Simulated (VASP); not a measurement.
## Pt: single point with PBEsol

Crystal: Pt.

```xyz
1
Lattice="0.0000 1.8848 1.8848 1.8848 0.0000 1.8848 1.8848 1.8848 0.0000" Properties=species:S:1:pos:R:3 pbc="T T T"
Pt    0.0000    0.0000    0.0000
```

* Program: VASP 6.6.1
* Task: single point
* Functional: PBEsol
* Potentials or basis: VASP PAW PBE potentials, release 64 (Pt)
* Cutoff: 520 eV
* k mesh: 11 × 11 × 11
* Occupations: gaussian, width 0.1 eV
* Spin: no spin polarisation

* Pressure: 44.8 GPa
* Band gap on the k mesh: zero (band 5 reaches 14.06 eV, above the bottom of band 6 at 11.44 eV)

Levels at points of the mesh, in eV from the Fermi level:
| k point | band 1 | band 2 | band 3 | band 4 | band 5 | band 6 | band 7 | band 8 | band 9 | band 10 |
| --- | --- | --- | --- | --- | --- | --- | --- | --- | --- | --- |
| (0.00, 0.00, 0.00) | -11.67 | -4.57 | -4.57 | -4.57 | -1.92 | -1.92 | 14.24 | 19.89 | 19.89 | 19.89 |

Run time: 6 s on 1 thread of AMD EPYC 9R14 (Zen 4) (shared host), peak memory 0.1 GiB.

Caveat: the PAW data sets were made with another functional, which shifts forces and pressure a little; spin-orbit coupling is left out, which moves the levels of the heavy elements.
